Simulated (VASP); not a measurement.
# Cu (Fm-3m) in VASP: further runs

Runs on Cu. Level: PBE. Tasks: single point.

All numbers are computed with VASP 6.6.1; they aren't measurements. Logs are shortened: lines on timing, memory, paths and dates and some standing lists are left out, and cuts for length are marked.

## Step 1: The cell of the first run

Symmetry: Fm-3m, No. 225, cubic system. The conventional cell has a = 3.583 Å, b = 3.583 Å, c = 3.583 Å, α = 90.00°, β = 90.00°, γ = 90.00°. Within 3.3 Å of Cu (site symmetry m-3m) lie 12 Cu at 2.53 Å.

## Step 2: Single point, PBE

File INCAR:

```
ALGO     = Normal         # electronic algorithm
EDIFF    = 1E-6           # SCF threshold, eV
ENCUT    = 600            # plane-wave cutoff, eV
GGA      = PE             # functional
GGA_COMPAT= False        
ISIF     = 2              # what is computed and relaxed
ISMEAR   = -1             # smearing method
LASPH    = True           # aspherical terms in the spheres
LCHARG   = False          # write CHGCAR
LREAL    = False          # projectors in reciprocal space
LWAVE    = False          # write WAVECAR
NBANDS   = 12             # bands
NELM     = 120            # most SCF steps
PREC     = Accurate       # precision mode
SIGMA    = 0.1            # smearing width, eV
```

File KPOINTS:

```
k-points
0
Gamma
  12 12 12
```

File POSCAR:

```
Cu
1.0
    0.0000000000      1.7917400000      1.7917400000
    1.7917400000      0.0000000000      1.7917400000
    1.7917400000      1.7917400000      0.0000000000
Cu
1
Direct
    0.0000000000      0.0000000000      0.0000000000
```

Potentials or basis: VASP PAW PBE potentials, release 64 (Cu).

On the command line:

```bash
cat potpaw_PBE.64/Cu/POTCAR > POTCAR
mpirun -np 1 vasp_std > vasp.out
```

OUTCAR:

```text
EDIFF = 1E-6
   ENCUT = 600
   GGA = PE
   ISIF = 2
   ISMEAR = -1
   LASPH = True
   LREAL = False
   NELM = 120
   PREC = Accurate

 ion  position               nearest neighbor table
   1  0.000  0.000  0.000-

  LATTYP: Found a face centered cubic cell.
 ALAT       =     3.5834800000

  Lattice vectors:

 A1 = (   0.0000000000,   1.7917400000,   1.7917400000)
 A2 = (   1.7917400000,   0.0000000000,   1.7917400000)
 A3 = (   1.7917400000,   1.7917400000,   0.0000000000)

Analysis of symmetry for initial positions (statically):
=====================================================================
 Subroutine PRICEL returns:
 Original cell was already a primitive cell.

 Routine SETGRP: Setting up the symmetry group for a
 face centered cubic supercell.

 Subroutine GETGRP returns: Found 48 space group operations
 (whereof 48 operations were pure point group operations)
 out of a pool of 48 trial point group operations.

The static configuration has the point symmetry O_h .

Analysis of symmetry for dynamics (positions and initial velocities):
=====================================================================
 Subroutine PRICEL returns:
 Original cell was already a primitive cell.

 Routine SETGRP: Setting up the symmetry group for a
 face centered cubic supercell.

 Subroutine GETGRP returns: Found 48 space group operations
 (whereof 48 operations were pure point group operations)
 out of a pool of 48 trial point group operations.

The dynamic configuration has the point symmetry O_h .

 Subroutine INISYM returns: Found 48 space group operations
 (whereof 48 operations are pure point group operations),
 and found     1 'primitive' translations

----------------------------------------------------------------------------------------

                                     Primitive cell

  volume of cell :      11.5042

  direct lattice vectors                    reciprocal lattice vectors
     0.000000000  1.791740000  1.791740000    -0.279058346  0.279058346  0.279058346
     1.791740000  0.000000000  1.791740000     0.279058346 -0.279058346  0.279058346
     1.791740000  1.791740000  0.000000000     0.279058346  0.279058346 -0.279058346

  length of vectors
     2.533903008  2.533903008  2.533903008     0.483343233  0.483343233  0.483343233

  position of ions in fractional coordinates (direct lattice)
     0.000000000  0.000000000  0.000000000

  ion indices of the primitive-cell ions
   primitive index   ion index
                 1           1

[... 77 lines left out ...]
   ISIF   =      2    stress and relaxation
   ISYM   =      2    0-nonsym 1-usesym 2-fastsym
   POTIM  = 0.5000    time-step for ionic-motion
   TEBEG  =    0.0;   TEEND  =   0.0 temperature during run
   PSTRESS=    0.0 pullay stress
   NELECT =      11.0000    total number of electrons
   NUPDOWN=      -1.0000    fix difference up-down
   EMIN   =  10.00;   EMAX   =-10.00  energy-range for DOS
   EFERMI =   0.00;   METHOD = LEGACY
   ISMEAR =    -1;   SIGMA  =   0.10  broadening in eV -4-tet -1-fermi 0-gaus
   EFERMI_NEDOS =   21; number of points for ismear=-14 and -15
   IALGO  =     38    algorithm
   IMIX   =      4    mixing-type and parameters
     AMIX     =   0.40;   BMIX     =  1.00
     AMIX_MAG =   1.60;   BMIX_MAG =  1.00
  volume/ion in A,a.u.               =      11.50        77.63
  Fermi-wavevector in a.u.,A,eV,Ry     =   1.612826  3.047798 35.391561  2.601206
  Thomas-Fermi vector in A             =   2.707993
   LORBIT       =      0    0 simple, 1 ext, 2 COOP (PROOUT), +10 PAW based schemes
   GGA     = PE    functional components
   LHFCALC =     F    Hartree Fock is set to
   AEXX    =    0.0000 exact exchange contribution
   IVDW    =     0    specifies the selected vdW correction
   LEPSILON=     F    determine dielectric tensor
   LRPA    =     F    only Hartree local field effects (RPA)
 non-spin polarized calculation
  energy-cutoff  :      600.00
  volume of cell :       11.50
 maximum number of plane-waves:       397
   NGX = 11   NGY = 11   NGZ = 11

 number of electron      11.0000010 magnetization

 Free energy of the ion-electron system (eV)
  ---------------------------------------------------
  ext. energy  EPLUGINS =         0.00000000
  ---------------------------------------------------
  free energy    TOTEN  =        -3.72010186 eV

  energy without entropy =       -3.70841983  energy(sigma->0) =       -3.71426084

 E-fermi :   7.8627     XC(G=0): -12.8801

 val. band max:        7.8450705288   @ k =   0.5000   0.3333   0.1667
 cond. band min:       7.9817037204   @ k =   0.5000   0.2500   0.0833
 fundamental gap:      0.1366331916
 Fermi energy:         7.8627202928

 k-point     1 :       0.0000    0.0000    0.0000
  band No.  band energies     occupation
      1      -1.6380      2.00000
      2       4.8006      2.00000
      3       4.8006      2.00000
      4       4.8006      2.00000
      5       5.6567      2.00000
      6       5.6567      2.00000
      7      30.7195      0.00000
      8      33.5693      0.00000
      9      33.5693      0.00000
     10      33.5693      0.00000
     11      36.0839      0.00000
     12      36.0839      0.00000
[... 331 lines left out ...]
 k-point    24 :      -0.4167    0.1667    0.0000
  band No.  band energies     occupation
      1       3.1801      2.00000
      2       4.4275      2.00000
      3       4.9680      2.00000
      4       5.0651      2.00000
      5       6.1462      2.00000
      6       8.9155      0.00005
      7      12.3644      0.00000
      8      22.9131      0.00000
      9      27.4186      0.00000
     10      28.9745      0.00000
     11      37.5900      0.00000
     12      38.3527      0.00000

 [... further k-points ...]

------------------------ aborting loop because EDIFF is reached ----------------------------------------

  FORCE on cell =-STRESS in cart. coord.  units (eV):
  Direction    XX          YY          ZZ          XY          YZ          ZX
  --------------------------------------------------------------------------------------
  -------------------------------------------------------------------------------------
  Total        0.4726174      0.4726174      0.4726174      0.0000000     -0.0000000      0.0000000
  in kB       65.8211324     65.8211324     65.8211324      0.0000000     -0.0000000      0.0000000
  external PRESSURE =      65.8211324 kB  Pullay stress =       0.0000000 kB

 VOLUME and BASIS-vectors are now :
 -----------------------------------------------------------------------------
  energy-cutoff  :      600.00
  volume of cell :       11.50
      direct lattice vectors                 reciprocal lattice vectors
     0.000000000  1.791740000  1.791740000    -0.279058346  0.279058346  0.279058346
     1.791740000  0.000000000  1.791740000     0.279058346 -0.279058346  0.279058346
     1.791740000  1.791740000  0.000000000     0.279058346  0.279058346 -0.279058346

 POSITION                                       TOTAL-FORCE (eV/Angst)
 -----------------------------------------------------------------------------------
      0.00000      0.00000      0.00000         0.000000      0.000000      0.000000
 -----------------------------------------------------------------------------------
    total drift:                                0.000000     -0.000000      0.000000

  FREE ENERGIE OF THE ION-ELECTRON SYSTEM (eV)
  ---------------------------------------------------
  free  energy   TOTEN  =        -3.7201018615 eV

  energy  without entropy=       -3.7084198267  energy(sigma->0) =       -3.71426084
```

OSZICAR:

```text
N       E                     dE             d eps       ncg     rms          rms(c)
DAV:   1     0.450087217462E+02    0.45009E+02   -0.59522E+03  1972   0.173E+03
DAV:   2    -0.318944480741E+01   -0.48198E+02   -0.44842E+02  1784   0.218E+02
DAV:   3    -0.462705953852E+01   -0.14376E+01   -0.14302E+01  2016   0.423E+01
DAV:   4    -0.463566391664E+01   -0.86044E-02   -0.86033E-02  1980   0.290E+00
DAV:   5    -0.463574417723E+01   -0.80261E-04   -0.80260E-04  2028   0.287E-01    0.772E+00
DAV:   6    -0.408016291393E+01    0.55558E+00   -0.14142E+01  2048   0.727E+01    0.378E+00
DAV:   7    -0.373395007486E+01    0.34621E+00   -0.21875E+00  2044   0.285E+01    0.634E-01
DAV:   8    -0.372124535364E+01    0.12705E-01   -0.47994E-03  2220   0.765E-01    0.254E-01
DAV:   9    -0.372010006520E+01    0.11453E-02   -0.68931E-03  2208   0.147E+00    0.285E-02
DAV:  10    -0.372010352082E+01   -0.34556E-05   -0.28753E-05  2536   0.882E-02    0.944E-03
DAV:  11    -0.372010168711E+01    0.18337E-05   -0.16281E-06  1432   0.246E-02    0.249E-04
DAV:  12    -0.372010186151E+01   -0.17440E-06   -0.61223E-08  1088   0.307E-03
   1 F= -.37201019E+01 E0= -.37142608E+01  d E =-.116820E-01
```

Run time: 4.8 s. Hardware: 1 thread of Intel Xeon 6975P-C (Granite Rapids), shared host; peak memory 0.13 GiB.

Results:

```yaml
Free_energy: -3.7201 eV
Pressure: 6.6 GPa
Band_gap_on_the_k_mesh: zero (an odd number of electrons rules out a gap without spin polarisation)
```

Caveat: the cell stands under pressure.

## Step 3: Single point, PBE

INCAR: that of step 2 with these lines changed.

```diff
@@ -14,2 +14,2 @@
 PREC     = Accurate       # precision mode
-SIGMA    = 0.1            # smearing width, eV
+SIGMA    = 0.05           # smearing width, eV
```

KPOINTS is that of step 2.

POSCAR is that of step 2.

Potentials or basis: VASP PAW PBE potentials, release 64 (Cu).

On the command line:

```bash
cat potpaw_PBE.64/Cu/POTCAR > POTCAR
mpirun -np 1 vasp_std > vasp.out
```

Wall time 4.8 s (1 thread of Intel Xeon 6975P-C (Granite Rapids), shared host); peak memory 0.13 GiB.

It converged, with:

* Free energy: -3.7158 eV
* Pressure: 6.5 GPa
* Band gap on the k mesh: zero (an odd number of electrons rules out a gap without spin polarisation)

Levels at points of the mesh, in eV from the Fermi level:
```
           k point  band 2  band 3  band 4  band 5  band 6  band 7  band 8  band 9  band 10  band 11
(0.00, 0.00, 0.00)   -3.04   -3.04   -3.04   -2.18   -2.18   22.88   25.73   25.73    25.73    28.25
(0.50, 0.00, 0.00)   -3.07   -3.07   -1.59   -1.59   -1.00    3.97   21.36   22.56    22.56    25.53
(0.50, 0.50, 0.00)   -4.49   -1.61   -1.44   -1.44    1.56    7.38   13.37   13.37    17.92    20.78
```

Caveat: the cell stands under pressure.

## Step 4: Single point, PBE

File INCAR:

```
SYSTEM = Cu
PREC     = Accurate       ! precision mode
ENCUT    = 600            ! plane-wave cutoff, eV
EDIFF    = 1E-6           ! SCF threshold, eV
ISMEAR   = -1             ! smearing method
SIGMA    = 0.3            ! smearing width, eV
LREAL    = .False.        ! projectors in reciprocal space
LASPH    = .True.         ! aspherical terms in the spheres
NELM     = 120            ! most SCF steps
ALGO     = Normal         ! electronic algorithm
ISIF     = 2              ! what is computed and relaxed
LWAVE    = .False.        ! write WAVECAR
LCHARG   = .False.        ! write CHGCAR
GGA      = PE             ! functional
NBANDS   = 12             ! bands
GGA_COMPAT= .False.
```

File KPOINTS:

```
Automatic mesh
0
Gamma
  12 12 12
  0 0 0
```

POSCAR is that of step 3.

On the command line:

```bash
cat potpaw_PBE.64/Cu/POTCAR > POTCAR
mpirun -np 1 vasp_std > vasp.out
```

It took 4.9 s on 1 thread of Intel Xeon 6975P-C (Granite Rapids), shared host; peak memory 0.13 GiB.

It converged, with:

```
Free energy            : -3.7637 eV
Pressure               : 7.1 GPa
Band gap on the k mesh : zero (an odd number of electrons rules out a gap without spin polarisation)
```

Levels at points of the mesh, in eV from the Fermi level:
```tsv
k point	band 4	band 5	band 6	band 7	band 8	band 9
(0.00, 0.00, 0.00)	-3.16	-2.31	-2.31	22.77	25.62	25.62
(0.50, 0.00, 0.00)	-1.72	-1.72	-1.11	3.85	21.25	22.45
(0.50, 0.50, 0.00)	-1.57	-1.57	1.45	7.26	13.25	13.25
```

Caveat: the cell stands under pressure; so wide a smearing shifts energies and pressures.

## Step 5: Overview

| smearing | gap on the mesh (eV) | pressure (GPa) |
| --- | --- | --- |
| fermi-dirac 0.1 eV | none | 6.6 |
| fermi-dirac 0.05 eV | none | 6.5 |
| fermi-dirac 0.3 eV | none | 7.1 |

Alike in all rows: task single point; level PBE; potentials or basis VASP PAW PBE potentials, release 64 (Cu); no spin polarisation; cell as given; k mesh 12 × 12 × 12; cutoff (eV) 600.

Caveats: the cell stands under pressure; so wide a smearing shifts energies and pressures (at least some runs).

Absolute energies hang on the potentials; compare differences alone.
